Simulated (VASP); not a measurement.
# Os (Im-3m) in VASP: notebook

The runs below take Os through single point, with r2SCAN.

Program: VASP 6.6.1. These are calculated values, not measurements. Logs are shortened: lines on timing, memory, paths and dates and some standing lists are left out, and cuts for length are marked.

**1. The cell of the first run**

The structure is cubic, space group Im-3m (No. 229). Conventional cell: a = 3.071 Å, b = 3.071 Å, c = 3.071 Å, α = 90.00°, β = 90.00°, γ = 90.00°. Within 3.5 Å of Os (site symmetry m-3m) lie 14 Os at 2.66 to 3.07 Å.

**2. Single point, r2SCAN**

POSCAR

```
Os
1.0
    2.1712736889      1.2535854487      1.7728425943
   -2.1712736889      1.2535854487      1.7728425943
    0.0000000000     -2.5071708975      1.7728425943
Os
2
Direct
    0.2500000172      0.2500000172      0.2500000172
    0.7499999828      0.7499999828      0.7499999828
```

INCAR.step1

```
PREC = Accurate ; ENCUT = 520
ISMEAR = 0 ; SIGMA = 0.1
LREAL = False ; LASPH = True
NELM = 100 ; NBANDS = 15
GGA = PE ; ALGO = Normal
EDIFF = 1E-4 ; LWAVE = True
LCHARG = False
```

INCAR.step2

```
PREC = Accurate ; ENCUT = 520
EDIFF = 1E-6 ; ISMEAR = 0
SIGMA = 0.1 ; LREAL = False
LASPH = True ; NELM = 100
ALGO = Normal ; ISIF = 2
LWAVE = False ; LCHARG = False
METAGGA = R2SCAN ; LMIXTAU = True
NBANDS = 15 ; ISTART = 1
```

KPOINTS

```
Automatic mesh
0
Gamma
  18 18 18
```

Potentials or basis: VASP PAW PBE potentials, release 64 (Os).

Launch:

```
$ cat potpaw_PBE.64/Os/POTCAR > POTCAR
$ cp INCAR.step1 INCAR
$ mpirun -np 1 vasp_std > vasp.out
$ cp INCAR.step2 INCAR
$ mpirun -np 1 vasp_std > vasp.out
```

OUTCAR:

```text
PREC = Accurate
   ENCUT = 520
   EDIFF = 1E-6
   ISMEAR = 0
   LREAL = False
   LASPH = True
   NELM = 100
   ISIF = 2
   METAGGA = R2SCAN
   ISTART = 1

 ion  position               nearest neighbor table
   1  0.250  0.250  0.250-   2 2.66   2 2.66   2 2.66   2 2.66   2 2.66   2 2.66   2 2.66   2 2.66

   2  0.750  0.750  0.750-   1 2.66   1 2.66   1 2.66   1 2.66   1 2.66   1 2.66   1 2.66   1 2.66

  LATTYP: Found a simple cubic cell.
 ALAT       =     3.0706476147

  Lattice vectors:

 A1 = (   2.1712736889,   1.2535854487,   1.7728425943)
 A2 = (  -2.1712736889,   1.2535854487,   1.7728425943)
 A3 = (   0.0000000000,  -2.5071708975,   1.7728425943)

Analysis of symmetry for initial positions (statically):
=====================================================================
 Subroutine PRICEL returns following result:

  LATTYP: Found a body centered cubic cell.
 ALAT       =     3.0706457409

  Lattice vectors:

 A1 = (   0.0000000000,   2.5071708974,   0.8864214801)
 A2 = (  -2.1712736889,  -1.2535854487,   0.8864211142)
 A3 = (   2.1712736889,  -1.2535854487,   0.8864214801)

   2 primitive cells build up your supercell.

 Routine SETGRP: Setting up the symmetry group for a
 simple cubic supercell.

 Subroutine GETGRP returns: Found 48 space group operations
 (whereof 12 operations were pure point group operations)
 out of a pool of 48 trial point group operations.

The static configuration has the point symmetry D_3d.
 The point group associated with its full space group is O_h .

Analysis of symmetry for dynamics (positions and initial velocities):
=====================================================================
 Subroutine PRICEL returns following result:

  LATTYP: Found a body centered cubic cell.
 ALAT       =     3.0706457409

  Lattice vectors:

 A1 = (   0.0000000000,   2.5071708974,   0.8864214801)
 A2 = (  -2.1712736889,  -1.2535854487,   0.8864211142)
 A3 = (   2.1712736889,  -1.2535854487,   0.8864214801)

   2 primitive cells build up your supercell.

 Routine SETGRP: Setting up the symmetry group for a
 simple cubic supercell.

 Subroutine GETGRP returns: Found 48 space group operations
 (whereof 12 operations were pure point group operations)
 out of a pool of 48 trial point group operations.

The dynamic configuration has the point symmetry D_3d.
 The point group associated with its full space group is O_h .

 Subroutine INISYM returns: Found 48 space group operations
 (whereof 12 operations are pure point group operations),
 and found     2 'primitive' translations

----------------------------------------------------------------------------------------

                                     Primitive cell

  volume of cell :      14.4764

  direct lattice vectors                    reciprocal lattice vectors
     0.000000000  2.507170897  0.886421480    -0.000000032  0.265903940  0.376043887
    -2.171273689 -1.253585449  0.886421114    -0.230279615 -0.132951998  0.376043887
     2.171273689 -1.253585449  0.886421480     0.230279551 -0.132951998  0.376043887

  length of vectors
     2.659257218  2.659257096  2.659257218     0.460558260  0.460558292  0.460558260

  position of ions in fractional coordinates (direct lattice)
     0.500000000  0.500000000  0.500000000

  ion indices of the primitive-cell ions
   primitive index   ion index
                 1           1

----------------------------------------------------------------------------------------

 KPOINTS: Automatic mesh

Automatic generation of k-mesh.
 Grid dimensions read from file:
 generate k-points for:   18   18   18

 Generating k-lattice:

  Cartesian coordinates                     Fractional coordinates (reciprocal lattice)
     0.012793310  0.007386221  0.010445664     0.055555556  0.000000000  0.000000000
    -0.012793310  0.007386221  0.010445664     0.000000000  0.055555556  0.000000000
     0.000000000 -0.014772442  0.010445664    -0.000000000 -0.000000000  0.055555556

  Length of vectors
     0.018092456  0.018092456  0.018092456

  Shift w.r.t. Gamma in fractional coordinates (k-lattice)
     0.000000000  0.000000000  0.000000000

 Subroutine IBZKPT returns following result:
 ===========================================

 Found    220 irreducible k-points:

 Following reciprocal coordinates:
            Coordinates               Weight
  0.000000  0.000000  0.000000      1.000000
  0.055556  0.000000  0.000000      6.000000
  0.111111  0.000000  0.000000      6.000000
  0.166667  0.000000  0.000000      6.000000
  0.222222  0.000000  0.000000      6.000000
  0.277778  0.000000  0.000000      6.000000
[... 16 lines left out ...]
  0.277778  0.111111  0.000000     24.000000
  0.333333  0.111111  0.000000     24.000000
 [... further k-points ...]
   k-points           NKPTS =    220   k-points in BZ     NKDIM =    220   number of bands    NBANDS=     15
   number of dos      NEDOS =    301   number of ions     NIONS =      2
   total plane-waves  NPLWV =  13824
   dimension x,y,z NGX =    24 NGY =   24 NGZ =   24
   dimension x,y,z NGXF=    48 NGYF=   48 NGZF=   48
   ions per type =               2
   NGX,Y,Z   is equivalent  to a cutoff of  12.99, 12.99, 12.99 a.u.
   NGXF,Y,Z  is equivalent  to a cutoff of  25.99, 25.99, 25.99 a.u.
 SYSTEM =  unknown system
   PREC   = accura    normal or accurate (medium, high low for compatibility)
   ISTART =      1    job   : 0-new  1-cont  2-samecut
   ICHARG =      0    charge: 1-file 2-atom 10-const
   ISPIN  =      1    spin polarized calculation?
   LNONCOLLINEAR =      F non collinear calculations
   LSORBIT =      F    spin-orbit coupling
   LASPH  =      T    aspherical Exc in radial PAW
   ENCUT  =  520.0 eV  38.22 Ry    6.18 a.u.   5.71  5.71  5.71*2*pi/ulx,y,z
   NELM   =    100;   NELMIN=  2; NELMDL=  0     # of ELM steps
   EDIFF  = 0.1E-05   stopping-criterion for ELM
   LREAL  =      F    real-space projection
   EDIFFG = 0.1E-04   stopping-criterion for IOM
   NSW    =      0    number of steps for IOM
   IBRION =     -1    ionic relax: 0-MD 1-quasi-New 2-CG
   NFREE  =      0    steps in history (QN), initial steepest desc. (CG)
   ISIF   =      2    stress and relaxation
   ISYM   =      2    0-nonsym 1-usesym 2-fastsym
   POTIM  = 0.5000    time-step for ionic-motion
   TEBEG  =    0.0;   TEEND  =   0.0 temperature during run
   PSTRESS=    0.0 pullay stress
   NELECT =      16.0000    total number of electrons
   NUPDOWN=      -1.0000    fix difference up-down
   EMIN   =  10.00;   EMAX   =-10.00  energy-range for DOS
   EFERMI =   0.00;   METHOD = LEGACY
   ISMEAR =     0;   SIGMA  =   0.10  broadening in eV -4-tet -1-fermi 0-gaus
   EFERMI_NEDOS =   21; number of points for ismear=-14 and -15
   IALGO  =     38    algorithm
   IMIX   =      4    mixing-type and parameters
     AMIX     =   0.40;   BMIX     =  1.00
     AMIX_MAG =   1.60;   BMIX_MAG =  1.00
  volume/ion in A,a.u.               =      14.48        97.69
  Fermi-wavevector in a.u.,A,eV,Ry     =   1.343440  2.538733 24.556206  1.804830
  Thomas-Fermi vector in A             =   2.471513
   LORBIT       =      0    0 simple, 1 ext, 2 COOP (PROOUT), +10 PAW based schemes
   METAGGA = R2SCAN    functional components
   LHFCALC =     F    Hartree Fock is set to
   AEXX    =    0.0000 exact exchange contribution
   IVDW    =     0    specifies the selected vdW correction
   LEPSILON=     F    determine dielectric tensor
   LRPA    =     F    only Hartree local field effects (RPA)
 non-spin polarized calculation
 Gauss-broadening in eV      SIGMA  =   0.10
  energy-cutoff  :      520.00
  volume of cell :       28.95
 maximum number of plane-waves:       804
 NGX is ok and might be reduce to    24
   NGX = 11   NGY = 11   NGZ = 11

 number of electron      16.0000001 magnetization

 Free energy of the ion-electron system (eV)
  ---------------------------------------------------
  ext. energy  EPLUGINS =         0.00000000
  ---------------------------------------------------
  free energy    TOTEN  =      -104.15989053 eV

  energy without entropy =     -104.14703689  energy(sigma->0) =     -104.15346371

 E-fermi :   9.0763     XC(G=0): -15.1546

 val. band max:        9.0762664553   @ k =   0.1111   0.1111   0.0556
 cond. band min:       9.0778139657   @ k =   0.4444   0.4444   0.1667
 fundamental gap:      0.0015475104
 Fermi energy:         9.0763175853

 k-point     1 :       0.0000    0.0000    0.0000
  band No.  band energies     occupation
      1      -2.3630      2.00000
      2       1.4272      2.00000
      3       1.4272      2.00000
      4       5.5186      2.00000
      5       5.5186      2.00000
      6       5.5187      2.00000
      7       9.0364      1.42734
      8       9.0364      1.42734
      9      11.4954      0.00000
     10      11.4955      0.00000
     11      11.4955      0.00000
     12      17.3130      0.00000
     13      17.3130      0.00000
     14      17.3130      0.00000
     15      25.4378      0.00000

 k-point     2 :       0.0556    0.0000    0.0000
  band No.  band energies     occupation
      1      -2.2852      2.00000
      2       1.4674      2.00000
      3       1.4874      2.00000
      4       5.5155      2.00000
      5       5.5155      2.00000
      6       5.5532      2.00000
      7       8.9436      1.93953
      8       9.0702      1.06915
      9      11.2667      0.00000
     10      11.2667      0.00000
     11      11.4322      0.00000
     12      16.9797      0.00000
     13      17.6302      0.00000
     14      17.6302      0.00000
     15      25.7597      0.00000
[... 365 lines left out ...]
      3       2.8110      2.00000
      4       4.9998      2.00000
      5       5.3743      2.00000
      6       7.0993      2.00000
      7       7.5448      2.00000
      8       7.5711      2.00000
      9       7.9967      2.00000
     10       9.6027      0.00000
     11      10.9471      0.00000
     12      13.6041      0.00000
     13      20.7703      0.00000
     14      22.5894      0.00000
     15      26.8517      0.00000

 k-point    24 :       0.3333    0.1111    0.0000
  band No.  band energies     occupation
      1       0.2955      2.00000
      2       2.7333      2.00000
      3       3.1372      2.00000
      4       5.0416      2.00000
      5       5.3244      2.00000
      6       6.9639      2.00000
      7       7.1267      2.00000
      8       7.5169      2.00000
      9       7.5449      2.00000
     10       9.8327      0.00000
     11      10.5032      0.00000
     12      12.5183      0.00000
     13      21.9242      0.00000
     14      24.0282      0.00000
     15      26.0864      0.00000

 [... further k-points ...]
[... 5 lines left out ...]
  --------------------------------------------------------------------------------------
  -------------------------------------------------------------------------------------
  Total        0.2094331      0.2094331      0.2094343     -0.0000000     -0.0000000     -0.0000000
  in kB       11.5895316     11.5895316     11.5895976     -0.0000000     -0.0000000     -0.0000000
  external PRESSURE =      11.5895536 kB  Pullay stress =       0.0000000 kB

 VOLUME and BASIS-vectors are now :
 -----------------------------------------------------------------------------
  energy-cutoff  :      520.00
  volume of cell :       28.95
      direct lattice vectors                 reciprocal lattice vectors
     2.171273689  1.253585449  1.772842594     0.230279583  0.132951979  0.188021957
    -2.171273689  1.253585449  1.772842594    -0.230279583  0.132951979  0.188021957
     0.000000000 -2.507170897  1.772842594     0.000000000 -0.265903959  0.188021957

 POSITION                                       TOTAL-FORCE (eV/Angst)
 -----------------------------------------------------------------------------------
      0.00000     -0.00000      1.32963        -0.000000      0.000000      0.000000
      0.00000     -0.00000      3.98890         0.000000     -0.000000     -0.000000
 -----------------------------------------------------------------------------------
    total drift:                                0.000000      0.000000      0.000006

  FREE ENERGIE OF THE ION-ELECTRON SYSTEM (eV)
  ---------------------------------------------------
  free  energy   TOTEN  =      -104.1598905279 eV

  energy  without entropy=     -104.1470368936  energy(sigma->0) =     -104.15346371
```

It took 4.1 min on 1 thread of AMD EPYC 7R43 (Zen 3), shared host; peak memory 0.17 GiB.

What came out:

| Quantity | Value |
| --- | --- |
| Free energy | -104.1599 eV |
| Pressure | 1.2 GPa |
| Band gap on the k mesh | zero (band 8 reaches 9.83 eV, above the bottom of band 9 at 7.29 eV) |

Levels at points of the mesh, in eV from the Fermi level:
| k point | band 6 | band 7 | band 8 | band 9 | band 10 | band 11 |
| --- | --- | --- | --- | --- | --- | --- |
| (0.00, 0.00, 0.00) | -3.56 | -0.04 | -0.04 | 2.42 | 2.42 | 2.42 |
| (0.50, 0.00, 0.00) | -2.68 | -2.68 | -2.68 | -1.01 | -1.01 | 1.34 |
| (0.50, 0.50, 0.00) | -0.30 | -0.21 | -0.21 | 0.62 | 0.62 | 3.27 |
| (0.50, 0.50, 0.50) | -4.95 | 0.75 | 0.75 | 0.75 | 0.75 | 6.26 |

Caveat: the PAW data sets were made with another functional, which shifts forces and pressure a little; spin-orbit coupling is left out, which moves the levels of the heavy elements.

**3. Single point, r2SCAN**

POSCAR

```
Os
1.0
    2.1712757510      1.2535866393      1.7728392269
   -2.1712757510      1.2535866393      1.7728392269
    0.0000000000     -2.5071732786      1.7728392269
Os
2
Direct
    0.2500000000      0.2500000000      0.2500000000
    0.7500000000      0.7500000000      0.7500000000
```

INCAR.step1

```
PREC     = Accurate       # precision mode
ENCUT    = 520            # plane-wave cutoff, eV
ISMEAR   = 0              # smearing method
SIGMA    = 0.1            # smearing width, eV
LREAL    = F              # projectors in reciprocal space
LASPH    = T              # aspherical terms in the spheres
NELM     = 100            # most SCF steps
NBANDS   = 15             # bands
GGA      = PE             # functional
ALGO     = Normal         # electronic algorithm
EDIFF    = 1E-4           # SCF threshold, eV
LWAVE    = T              # write WAVECAR
LCHARG   = F              # write CHGCAR
```

INCAR.step2

```
PREC     = Accurate       # precision mode
ENCUT    = 520            # plane-wave cutoff, eV
EDIFF    = 1E-6           # SCF threshold, eV
ISMEAR   = 0              # smearing method
SIGMA    = 0.1            # smearing width, eV
LREAL    = F              # projectors in reciprocal space
LASPH    = T              # aspherical terms in the spheres
NELM     = 100            # most SCF steps
ALGO     = Normal         # electronic algorithm
ISIF     = 2              # what is computed and relaxed
LWAVE    = F              # write WAVECAR
LCHARG   = T              # write CHGCAR
METAGGA  = R2SCAN         # meta-GGA
LMIXTAU  = T            
LELF     = T              # ELF
LVHAR    = T            
NBANDS   = 15             # bands
ISTART   = 1
```

KPOINTS is that of step 2.

Potentials or basis: VASP PAW PBE potentials, release 64 (Os).

Launch:

```
$ cat potpaw_PBE.64/Os/POTCAR > POTCAR
$ cp INCAR.step1 INCAR
$ mpirun -np 1 vasp_std > vasp.out
$ cp INCAR.step2 INCAR
$ mpirun -np 1 vasp_std > vasp.out
```

Wall time 4 min (1 thread of AMD EPYC 7R43 (Zen 3), shared host); peak memory 0.17 GiB.

Results (log left out):

```
Free energy            : -104.1599 eV
Pressure               : 1.2 GPa
Band gap on the k mesh : zero (band 8 reaches 9.83 eV, above the bottom of band 9 at 7.28 eV)
```

Levels at points of the mesh, in eV from the Fermi level:
```
           k point  band 5  band 6  band 7  band 8  band 9  band 10  band 11  band 12
(0.00, 0.00, 0.00)   -3.56   -3.56   -0.04   -0.04    2.42     2.42     2.42     8.24
(0.50, 0.00, 0.00)   -2.68   -2.68   -2.68   -2.68   -1.01    -1.01     1.34     1.34
(0.50, 0.50, 0.00)   -0.30   -0.30   -0.21   -0.21    0.62     0.62     3.27     3.27
(0.50, 0.50, 0.50)   -4.95   -4.95    0.75    0.75    0.75     0.75     6.26     6.26
```

Caveat: the PAW data sets were made with another functional, which shifts forces and pressure a little; spin-orbit coupling is left out, which moves the levels of the heavy elements.
